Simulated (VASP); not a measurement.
# Y (Pm-3m) in VASP: further runs, part 2 of 2

VASP 6.6.1. The steps go on from the part before.

## Step 3: Single point, r2SCAN, collinear spin, ferromagnetic start

This run uses another cell than the first one, of 35.65 Å³/atom, 1.042 times its volume.

POSCAR reads:

```
Y
1.0
    3.2912715962      0.0000000000      0.0000000000
    0.0000000000      3.2912715962      0.0000000000
    0.0000000000      0.0000000000      3.2912715962
Y
1
Direct
    0.0000000000      0.0000000000      0.0000000000
```

INCAR.step1 reads:

```
SYSTEM = Y
ALGO = Normal
EDIFF = 1E-4
ENCUT = 520
GGA = PE
ISMEAR = -1
ISPIN = 2
LASPH = .TRUE.
LCHARG = .FALSE.
LMAXMIX = 4
LREAL = .FALSE.
LWAVE = .TRUE.
MAGMOM = 1
NBANDS = 16
NELM = 150
PREC = Accurate
SIGMA = 0.05
```

INCAR.step2 reads:

```
SYSTEM = Y
ALGO = Normal
EDIFF = 1E-6
ENCUT = 520
ISIF = 2
ISMEAR = -1
ISPIN = 2
ISTART = 1
LASPH = .TRUE.
LCHARG = .TRUE.
LELF = .TRUE.
LMAXMIX = 4
LMIXTAU = .TRUE.
LORBIT = 11
LREAL = .FALSE.
LVHAR = .TRUE.
LWAVE = .FALSE.
MAGMOM = 1
METAGGA = R2SCAN
NBANDS = 16
NELM = 150
PREC = Accurate
SIGMA = 0.05
```

KPOINTS reads:

```
k-points
0
G
  10 10 10
  0 0 0
```

Potentials or basis: VASP PAW PBE potentials, release 64 (Y_sv).

The run is started by

```console
cat potpaw_PBE.64/Y_sv/POTCAR > POTCAR
cp INCAR.step1 INCAR
mpirun -np 1 vasp_std > vasp.out
cp INCAR.step2 INCAR
mpirun -np 1 vasp_std > vasp.out
```

OUTCAR:

```text
SYSTEM = Y
   EDIFF = 1E-6
   ENCUT = 520
   ISIF = 2
   ISMEAR = -1
   ISPIN = 2
   ISTART = 1
   LASPH = .TRUE.
   LORBIT = 11
   LREAL = .FALSE.
   METAGGA = R2SCAN
   NELM = 150
   PREC = Accurate

 ion  position               nearest neighbor table
   1  0.000  0.000  0.000-

  LATTYP: Found a simple cubic cell.
 ALAT       =     3.2912715962

  Lattice vectors:

 A1 = (   3.2912715962,   0.0000000000,   0.0000000000)
 A2 = (   0.0000000000,   3.2912715962,   0.0000000000)
 A3 = (   0.0000000000,   0.0000000000,   3.2912715962)

Analysis of symmetry for initial positions (statically):
=====================================================================
 Subroutine PRICEL returns:
 Original cell was already a primitive cell.

 Routine SETGRP: Setting up the symmetry group for a
 simple cubic supercell.

 Subroutine GETGRP returns: Found 48 space group operations
 (whereof 48 operations were pure point group operations)
 out of a pool of 48 trial point group operations.

The static configuration has the point symmetry O_h .

[... 637 lines left out ...]

 spin component 2

 k-point     1 :       0.0000    0.0000    0.0000
  band No.  band energies     occupation
      1     -41.6660      1.00000
      2     -20.6597      1.00000
      3     -20.6597      1.00000
      4     -20.6597      1.00000
      5      -1.6629      1.00000
      6       3.0693      0.00009
[... 435 lines left out ...]
      5       0.2230      1.00000
      6       3.7342      0.00000
[... 8 lines left out ...]
     15      20.1974      0.00000
     16      20.7794      0.00000

 [... further k-points ...]

------------------------ aborting loop because EDIFF is reached ----------------------------------------

  FORCE on cell =-STRESS in cart. coord.  units (eV):
  Direction    XX          YY          ZZ          XY          YZ          ZX
  --------------------------------------------------------------------------------------
  -------------------------------------------------------------------------------------
  Total       -0.0024467     -0.0024467     -0.0024467      0.0000000      0.0000000      0.0000000
  in kB       -0.1099493     -0.1099493     -0.1099493      0.0000000      0.0000000      0.0000000
  external PRESSURE =      -0.1099493 kB  Pullay stress =       0.0000000 kB

 VOLUME and BASIS-vectors are now :
 -----------------------------------------------------------------------------
  energy-cutoff  :      520.00
  volume of cell :       35.65
      direct lattice vectors                 reciprocal lattice vectors
     3.291271596  0.000000000  0.000000000     0.303833935  0.000000000  0.000000000
     0.000000000  3.291271596  0.000000000     0.000000000  0.303833935  0.000000000
     0.000000000  0.000000000  3.291271596     0.000000000  0.000000000  0.303833935

 POSITION                                       TOTAL-FORCE (eV/Angst)
 -----------------------------------------------------------------------------------
      0.00000      0.00000      0.00000         0.000000      0.000000      0.000000
 -----------------------------------------------------------------------------------
    total drift:                                0.000000      0.000000      0.000000

  FREE ENERGIE OF THE ION-ELECTRON SYSTEM (eV)
  ---------------------------------------------------
  free  energy   TOTEN  =       -19.5128206699 eV

  energy  without entropy=      -19.5052024875  energy(sigma->0) =      -19.50901158

 total charge

# of ion       s       p       d       f       tot
--------------------------------------------------
    1        2.255   6.194   0.997   0.007   9.452

 magnetization (x)

# of ion       s       p       d       f       tot
--------------------------------------------------
    1        0.062   0.073   0.524   0.003   0.661
```

OUTCAR.step1:

```text
SYSTEM = Y
   EDIFF = 1E-4
   ENCUT = 520
   GGA = PE
   ISMEAR = -1
[... 1148 lines left out ...]

 POSITION                                       TOTAL-FORCE (eV/Angst)
 -----------------------------------------------------------------------------------
      0.00000      0.00000      0.00000         0.000000      0.000000      0.000000
 -----------------------------------------------------------------------------------
    total drift:                                0.000000      0.000000      0.000000

  FREE ENERGIE OF THE ION-ELECTRON SYSTEM (eV)
  ---------------------------------------------------
  free  energy   TOTEN  =        -5.6614394300 eV

  energy  without entropy=       -5.6478457333  energy(sigma->0) =       -5.65464258
```

OSZICAR.step1:

```text
N       E                     dE             d eps       ncg     rms          rms(c)
DAV:   1     0.307713574240E+02    0.30771E+02   -0.54819E+03  3584   0.648E+02
DAV:   2    -0.449193623230E+01   -0.35263E+02   -0.33841E+02  4880   0.148E+02
DAV:   3    -0.574699148358E+01   -0.12551E+01   -0.12377E+01  4432   0.185E+01
DAV:   4    -0.576864017736E+01   -0.21649E-01   -0.21620E-01  4368   0.230E+00
DAV:   5    -0.576898946506E+01   -0.34929E-03   -0.34927E-03  4360   0.238E-01    0.189E+01
DAV:   6    -0.567657336621E+01    0.92416E-01   -0.24074E-01  3824   0.247E+00    0.115E+01
DAV:   7    -0.563471333395E+01    0.41860E-01   -0.18161E-01  4400   0.229E+00    0.486E+00
DAV:   8    -0.566253143498E+01   -0.27818E-01   -0.35184E-02  4424   0.102E+00    0.129E+00
DAV:   9    -0.566130897872E+01    0.12225E-02   -0.76731E-03  4192   0.491E-01    0.407E-01
DAV:  10    -0.566134421695E+01   -0.35238E-04   -0.33469E-03  3936   0.359E-01    0.240E-01
DAV:  11    -0.566143942998E+01   -0.95213E-04   -0.40209E-04  4192   0.111E-01
   1 F= -.56614394E+01 E0= -.56546426E+01  d E =-.135937E-01  mag=     0.7774
```

Run time: 97 s. Hardware: 1 thread of Intel Xeon Platinum 8259CL at 2.50GHz (Skylake/Cascade Lake), shared host; peak memory 0.2 GiB.

What came out:

```yaml
Free_energy: -19.5128 eV
Pressure: 0.0 GPa
Net_moment: 0.90 μB per cell
Site_moments: Y +0.66 μB
Valence_electrons_inside_the_program's_atomic_spheres: Y 9.45
```

Levels at points of the mesh, in eV from the Fermi level:
Spin up:
```csv
k point,band 3,band 4,band 5,band 6,band 7,band 8,band 9,band 10
"(0.00, 0.00, 0.00)",-23.64,-23.64,-4.90,-1.21,-1.21,5.47,5.47,5.47
"(0.50, 0.00, 0.00)",-23.58,-23.58,-2.25,-0.51,-0.27,2.95,2.95,5.72
"(0.50, 0.50, 0.00)",-24.28,-23.52,-1.83,-0.41,3.21,3.21,3.49,3.49
"(0.50, 0.50, 0.50)",-24.19,-24.19,-0.57,-0.57,-0.57,5.97,6.74,6.74
```
Spin down:
```
           k point  band 2  band 3  band 4  band 5  band 6  band 7  band 8  band 9
(0.00, 0.00, 0.00)  -23.26  -23.26  -23.26   -4.26    0.47    0.47    5.72    5.72
(0.50, 0.00, 0.00)  -23.89  -23.20  -23.20   -0.98   -0.07    1.26    3.31    3.31
(0.50, 0.50, 0.00)  -23.79  -23.79  -23.15   -1.62    1.29    3.90    3.90    3.97
(0.50, 0.50, 0.50)  -23.70  -23.70  -23.70   -0.13   -0.13   -0.13    5.70    7.58
```

Caveat: the PAW data sets were made with another functional, which shifts forces and pressure a little.
